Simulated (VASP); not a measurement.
# Ba3SbP (Pm-3m) in VASP: notebook

Ba3SbP is run at these levels: PBE, LDA; tasks: single point.

All numbers are computed with VASP 6.6.1; they aren't measurements. Logs are shortened: lines on timing, memory, paths and dates and some standing lists are left out, and cuts for length are marked.

**1. The cell of the first run**

It takes space group Pm-3m (No. 221, cubic). The conventional cell has a = 6.113 Å, b = 6.113 Å, c = 6.113 Å, α = 90.00°, β = 90.00°, γ = 90.00°. Within 4.0 Å of Ba (site symmetry 4/mmm) lie 2 P at 3.06 Å. Within 5.7 Å of Sb (site symmetry m-3m) lie 12 Ba at 4.32 Å and 8 P at 5.29 Å. Within 4.0 Å of P (site symmetry m-3m) lie 6 Ba at 3.06 Å.

**2. Single point, PBE**

INCAR reads:

```
SYSTEM = Ba3SbP
  PREC = Accurate
  ENCUT = 500
  EDIFF = 1E-6
  ISMEAR = 0
  SIGMA = 0.1
  LREAL = .False.
  LASPH = .True.
  NELM = 120
  ALGO = Normal
  ISIF = 2
  LWAVE = .False.
  LCHARG = .True.
  GGA = PE
  LELF = .True.
  LVHAR = .True.
  NBANDS = 33
  GGA_COMPAT = .False.
```

KPOINTS reads:

```
regular mesh
0
Gamma
  4 4 4
  0 0 0
```

POSCAR reads:

```
Ba3SbP
1.0
    6.1131770000      0.0000000000      0.0000000000
    0.0000000000      6.1131770000      0.0000000000
    0.0000000000      0.0000000000      6.1131770000
Ba Sb P
3 1 1
Direct
    0.0000000000      0.5000000000      0.5000000000
    0.5000000000      0.0000000000      0.5000000000
    0.5000000000      0.5000000000      0.0000000000
    0.0000000000      0.0000000000      0.0000000000
    0.5000000000      0.5000000000      0.5000000000
```

Potentials or basis: VASP PAW PBE potentials, release 64 (Ba_sv, Sb_d_GW, P).

The run is started by

```bash
> cat potpaw_PBE.64/Ba_sv/POTCAR potpaw_PBE.64/Sb_d_GW/POTCAR potpaw_PBE.64/P/POTCAR > POTCAR
> mpirun -np 1 vasp_std > vasp.out
```

OUTCAR:

```text
SYSTEM = Ba3SbP
   PREC = Accurate
   ENCUT = 500
   EDIFF = 1E-6
   ISMEAR = 0
   LREAL = .False.
   LASPH = .True.
   NELM = 120
   ISIF = 2
   GGA = PE

 ion  position               nearest neighbor table
   1  0.000  0.500  0.500-   5 3.06   5 3.06   2 4.32   3 4.32   2 4.32   2 4.32   3 4.32   3 4.32
                             3 4.32   2 4.32
   2  0.500  0.000  0.500-   5 3.06   5 3.06   1 4.32   3 4.32   1 4.32   3 4.32   3 4.32   3 4.32
                             1 4.32   1 4.32
   3  0.500  0.500  0.000-   5 3.06   5 3.06   1 4.32   1 4.32   2 4.32   2 4.32   2 4.32   2 4.32
                             1 4.32   1 4.32
   4  0.000  0.000  0.000-
   5  0.500  0.500  0.500-   1 3.06   2 3.06   3 3.06   3 3.06   2 3.06   1 3.06

  LATTYP: Found a simple cubic cell.
 ALAT       =     6.1131770000

  Lattice vectors:

 A1 = (   6.1131770000,   0.0000000000,   0.0000000000)
 A2 = (   0.0000000000,   6.1131770000,   0.0000000000)
 A3 = (   0.0000000000,   0.0000000000,   6.1131770000)

Analysis of symmetry for initial positions (statically):
=====================================================================
 Subroutine PRICEL returns:
 Original cell was already a primitive cell.

 Routine SETGRP: Setting up the symmetry group for a
 simple cubic supercell.

 Subroutine GETGRP returns: Found 48 space group operations
 (whereof 48 operations were pure point group operations)
 out of a pool of 48 trial point group operations.

The static configuration has the point symmetry O_h .

Analysis of symmetry for dynamics (positions and initial velocities):
=====================================================================
 Subroutine PRICEL returns:
 Original cell was already a primitive cell.

 Routine SETGRP: Setting up the symmetry group for a
 simple cubic supercell.

 Subroutine GETGRP returns: Found 48 space group operations
 (whereof 48 operations were pure point group operations)
 out of a pool of 48 trial point group operations.

The dynamic configuration has the point symmetry O_h .

 Subroutine INISYM returns: Found 48 space group operations
 (whereof 48 operations are pure point group operations),
 and found     1 'primitive' translations

----------------------------------------------------------------------------------------

                                     Primitive cell

  volume of cell :     228.4551

  direct lattice vectors                    reciprocal lattice vectors
     6.113177000  0.000000000  0.000000000     0.163581064  0.000000000  0.000000000
     0.000000000  6.113177000  0.000000000     0.000000000  0.163581064  0.000000000
     0.000000000  0.000000000  6.113177000     0.000000000  0.000000000  0.163581064

  length of vectors
     6.113177000  6.113177000  6.113177000     0.163581064  0.163581064  0.163581064

  position of ions in fractional coordinates (direct lattice)
     0.000000000  0.500000000  0.500000000
     0.500000000  0.000000000  0.500000000
     0.500000000  0.500000000  0.000000000
     0.000000000  0.000000000  0.000000000
     0.500000000  0.500000000  0.500000000

  ion indices of the primitive-cell ions
   primitive index   ion index
                 1           1
                 2           2
                 3           3
                 4           4
                 5           5

----------------------------------------------------------------------------------------

 KPOINTS: regular mesh

Automatic generation of k-mesh.
 Grid dimensions read from file:
 generate k-points for:    4    4    4

 Generating k-lattice:

  Cartesian coordinates                     Fractional coordinates (reciprocal lattice)
     0.040895266  0.000000000  0.000000000     0.250000000  0.000000000  0.000000000
     0.000000000  0.040895266  0.000000000     0.000000000  0.250000000  0.000000000
     0.000000000  0.000000000  0.040895266     0.000000000  0.000000000  0.250000000

  Length of vectors
     0.040895266  0.040895266  0.040895266

  Shift w.r.t. Gamma in fractional coordinates (k-lattice)
     0.000000000  0.000000000  0.000000000

 Subroutine IBZKPT returns following result:
 ===========================================

 Found     10 irreducible k-points:

 Following reciprocal coordinates:
            Coordinates               Weight
  0.000000  0.000000  0.000000      1.000000
  0.250000  0.000000  0.000000      6.000000
  0.500000  0.000000  0.000000      3.000000
  0.250000  0.250000  0.000000     12.000000
  0.500000  0.250000  0.000000     12.000000
  0.500000  0.500000  0.000000      3.000000
  0.250000  0.250000  0.250000      8.000000
  0.500000  0.250000  0.250000     12.000000
  0.500000  0.500000  0.250000      6.000000
  0.500000  0.500000  0.500000      1.000000
   k-points           NKPTS =     10   k-points in BZ     NKDIM =     10   number of bands    NBANDS=     33
   number of dos      NEDOS =    301   number of ions     NIONS =      5
   total plane-waves  NPLWV = 110592
   dimension x,y,z NGX =    48 NGY =   48 NGZ =   48
   dimension x,y,z NGXF=    96 NGYF=   96 NGZF=   96
   ions per type =               3   1   1
   NGX,Y,Z   is equivalent  to a cutoff of  13.05, 13.05, 13.05 a.u.
   NGXF,Y,Z  is equivalent  to a cutoff of  26.11, 26.11, 26.11 a.u.
 SYSTEM =  Ba3SbP
   PREC   = accura    normal or accurate (medium, high low for compatibility)
   ISTART =      0    job   : 0-new  1-cont  2-samecut
   ICHARG =      2    charge: 1-file 2-atom 10-const
   ISPIN  =      1    spin polarized calculation?
   LNONCOLLINEAR =      F non collinear calculations
   LSORBIT =      F    spin-orbit coupling
   LASPH  =      T    aspherical Exc in radial PAW
   ENCUT  =  500.0 eV  36.75 Ry    6.06 a.u.  11.15 11.15 11.15*2*pi/ulx,y,z
   NELM   =    120;   NELMIN=  2; NELMDL= -5     # of ELM steps
   EDIFF  = 0.1E-05   stopping-criterion for ELM
   LREAL  =      F    real-space projection
   EDIFFG = 0.1E-04   stopping-criterion for IOM
   NSW    =      0    number of steps for IOM
   IBRION =     -1    ionic relax: 0-MD 1-quasi-New 2-CG
   NFREE  =      0    steps in history (QN), initial steepest desc. (CG)
   ISIF   =      2    stress and relaxation
   ISYM   =      2    0-nonsym 1-usesym 2-fastsym
   POTIM  = 0.5000    time-step for ionic-motion
   TEBEG  =    0.0;   TEEND  =   0.0 temperature during run
   PSTRESS=    0.0 pullay stress
   NELECT =      50.0000    total number of electrons
   NUPDOWN=      -1.0000    fix difference up-down
   EMIN   =  10.00;   EMAX   =-10.00  energy-range for DOS
   EFERMI =   0.00;   METHOD = LEGACY
   ISMEAR =     0;   SIGMA  =   0.10  broadening in eV -4-tet -1-fermi 0-gaus
   EFERMI_NEDOS =   21; number of points for ismear=-14 and -15
   IALGO  =     38    algorithm
   IMIX   =      4    mixing-type and parameters
     AMIX     =   0.40;   BMIX     =  1.00
     AMIX_MAG =   1.60;   BMIX_MAG =  1.00
  volume/ion in A,a.u.               =      45.69       308.34
  Fermi-wavevector in a.u.,A,eV,Ry     =   0.986577  1.864361 13.243028  0.973335
  Thomas-Fermi vector in A             =   2.117968
   LORBIT       =      0    0 simple, 1 ext, 2 COOP (PROOUT), +10 PAW based schemes
   GGA     = PE    functional components
   LHFCALC =     F    Hartree Fock is set to
   AEXX    =    0.0000 exact exchange contribution
   IVDW    =     0    specifies the selected vdW correction
   LEPSILON=     F    determine dielectric tensor
   LRPA    =     F    only Hartree local field effects (RPA)
 non-spin polarized calculation
 Gauss-broadening in eV      SIGMA  =   0.10
  energy-cutoff  :      500.00
  volume of cell :      228.46
 maximum number of plane-waves:      5832
 NGX is ok and might be reduce to    48
   NGX = 23   NGY = 23   NGZ = 23

 number of electron      50.0000007 magnetization

 Free energy of the ion-electron system (eV)
  ---------------------------------------------------
  ext. energy  EPLUGINS =         0.00000000
  ---------------------------------------------------
  free energy    TOTEN  =       -19.47729215 eV

  energy without entropy =      -19.47690240  energy(sigma->0) =      -19.47709728

 E-fermi :   2.1509     XC(G=0):  -7.9211

 val. band max:        1.9919241960   @ k =   0.0000   0.0000   0.0000
 cond. band min:       2.2772957301   @ k =   0.0000   0.0000   0.0000
 fundamental gap:      0.2853715340
 Fermi energy:         2.1508638064

 k-point     1 :       0.0000    0.0000    0.0000
  band No.  band energies     occupation
      1     -26.2677      2.00000
      2     -26.2011      2.00000
      3     -26.2011      2.00000
      4     -25.7440      2.00000
      5     -25.7440      2.00000
      6     -25.7440      2.00000
[... 25 lines left out ...]
     32       5.1916      0.00000
     33       5.2068      0.00000

 k-point     2 :       0.2500    0.0000    0.0000
  band No.  band energies     occupation
      1     -26.2592      2.00000
      2     -26.2094      2.00000
      3     -26.2010      2.00000
      4     -25.7440      2.00000
      5     -25.7440      2.00000
      6     -25.7440      2.00000
[... 25 lines left out ...]
     32       4.8022      0.00000
     33       5.5819      0.00000

 k-point     3 :       0.5000    0.0000    0.0000
  band No.  band energies     occupation
      1     -26.2455      2.00000
      2     -26.2228      2.00000
      3     -26.2009      2.00000
      4     -25.7440      2.00000
      5     -25.7440      2.00000
      6     -25.7440      2.00000
[... 25 lines left out ...]
     32       4.4255      0.00000
     33       5.7044      0.00000

 k-point     4 :       0.2500    0.2500    0.0000
  band No.  band energies     occupation
      1     -26.2516      2.00000
      2     -26.2118      2.00000
      3     -26.2057      2.00000
      4     -25.7440      2.00000
      5     -25.7440      2.00000
      6     -25.7440      2.00000
[... 169 lines left out ...]
     32       5.0827      0.00000
     33       5.1872      0.00000

 k-point     9 :       0.5000    0.5000    0.2500
  band No.  band energies     occupation
      1     -26.2229      2.00000
      2     -26.2225      2.00000
      3     -26.2225      2.00000
      4     -25.7440      2.00000
      5     -25.7440      2.00000
      6     -25.7439      2.00000
[... 25 lines left out ...]
     32       4.6107      0.00000
     33       5.3652      0.00000

 k-point    10 :       0.5000    0.5000    0.5000
  band No.  band energies     occupation
      1     -26.2225      2.00000
      2     -26.2225      2.00000
      3     -26.2225      2.00000
      4     -25.7439      2.00000
      5     -25.7439      2.00000
      6     -25.7439      2.00000
[... 25 lines left out ...]
     32       4.3432      0.00000
     33       5.7318      0.00000

------------------------ aborting loop because EDIFF is reached ----------------------------------------

  FORCE on cell =-STRESS in cart. coord.  units (eV):
  Direction    XX          YY          ZZ          XY          YZ          ZX
  --------------------------------------------------------------------------------------
  -------------------------------------------------------------------------------------
  Total       -0.1319687     -0.1319687     -0.1319687     -0.0000000     -0.0000000      0.0000000
  in kB       -0.9255087     -0.9255087     -0.9255087     -0.0000000     -0.0000000      0.0000000
  external PRESSURE =      -0.9255087 kB  Pullay stress =       0.0000000 kB

 VOLUME and BASIS-vectors are now :
 -----------------------------------------------------------------------------
  energy-cutoff  :      500.00
  volume of cell :      228.46
      direct lattice vectors                 reciprocal lattice vectors
     6.113177000  0.000000000  0.000000000     0.163581064  0.000000000  0.000000000
     0.000000000  6.113177000  0.000000000     0.000000000  0.163581064  0.000000000
     0.000000000  0.000000000  6.113177000     0.000000000  0.000000000  0.163581064

 POSITION                                       TOTAL-FORCE (eV/Angst)
 -----------------------------------------------------------------------------------
      0.00000      3.05659      3.05659         0.000000      0.000000      0.000000
      3.05659      0.00000      3.05659         0.000000      0.000000      0.000000
      3.05659      3.05659      0.00000         0.000000      0.000000      0.000000
      0.00000      0.00000      0.00000         0.000000      0.000000      0.000000
      3.05659      3.05659      3.05659         0.000000      0.000000      0.000000
 -----------------------------------------------------------------------------------
    total drift:                               -0.000000      0.000000     -0.000000

  FREE ENERGIE OF THE ION-ELECTRON SYSTEM (eV)
  ---------------------------------------------------
  free  energy   TOTEN  =       -19.4772921488 eV

  energy  without entropy=      -19.4769024033  energy(sigma->0) =      -19.47709728
```

Wall time 62 s (1 thread of AMD EPYC 9R45 (Zen 5), shared host); peak memory 0.34 GiB.

What came out:

```
Free energy            : -19.4773 eV
Pressure               : -0.1 GPa
Band gap on the k mesh : 0.29 eV
```

Levels at points of the mesh, in eV from the valence-band top:
```csv
k point,band 21,band 22,band 23,band 24,band 25,band 26,band 27,band 28,band 29,band 30
"(0.00, 0.00, 0.00)",-0.55,-0.55,0.00,0.00,0.00,0.29,0.49,0.49,0.58,0.58
"(0.50, 0.00, 0.00)",-1.69,-0.73,-0.73,-0.64,-0.64,0.87,1.37,1.47,2.12,2.36
"(0.50, 0.50, 0.00)",-2.35,-1.09,-1.09,-0.94,-0.91,1.87,1.87,2.02,2.21,2.21
"(0.50, 0.50, 0.50)",-2.51,-2.51,-0.76,-0.76,-0.76,1.63,1.63,1.63,1.71,2.35
```

Caveat: semilocal functionals underestimate gaps, and a narrow one can read as zero; spin-orbit coupling is left out, which moves the levels of the heavy elements. A k mesh can miss the band edges.

**3. Single point, LDA**

INCAR reads:

```
PREC = Accurate
ENCUT = 500
EDIFF = 1E-6
ISMEAR = 0
SIGMA = 0.1
LREAL = False
LASPH = True
NELM = 120
ALGO = Normal
ISIF = 2
LWAVE = False
LCHARG = True
LELF = True
LVHAR = True
NBANDS = 33
GGA_COMPAT = False
```

KPOINTS reads:

```
Automatic mesh
0
Gamma
  4 4 4
```

POSCAR is that of step 2.

Potentials or basis: VASP PAW LDA potentials, release 64 (Ba_sv, Sb_d_GW, P).

The run is started by

```bash
> cat potpaw_LDA.64/Ba_sv/POTCAR potpaw_LDA.64/Sb_d_GW/POTCAR potpaw_LDA.64/P/POTCAR > POTCAR
> mpirun -np 1 vasp_std > vasp.out
```

Run time: 56 s. Hardware: 1 thread of AMD EPYC 9R45 (Zen 5), shared host; peak memory 0.27 GiB.

It converged, with:

| Property | Result |
| --- | --- |
| Free energy | -21.5104 eV |
| Pressure | -2.0 GPa |
| Band gap on the k mesh | 0.14 eV |

Levels at points of the mesh, in eV from the valence-band top:
```
           k point  band 22  band 23  band 24  band 25  band 26  band 27  band 28  band 29
(0.00, 0.00, 0.00)    -0.55     0.00     0.00     0.00     0.14     0.40     0.40     0.49
(0.50, 0.00, 0.00)    -0.75    -0.75    -0.65    -0.65     0.76     1.26     1.40     2.02
(0.50, 0.50, 0.00)    -1.11    -1.11    -0.96    -0.93     1.78     1.78     1.89     2.10
(0.50, 0.50, 0.50)    -2.54    -0.76    -0.76    -0.76     1.52     1.52     1.52     1.62
```

Caveat: semilocal functionals underestimate gaps, and a narrow one can read as zero; spin-orbit coupling is left out, which moves the levels of the heavy elements.
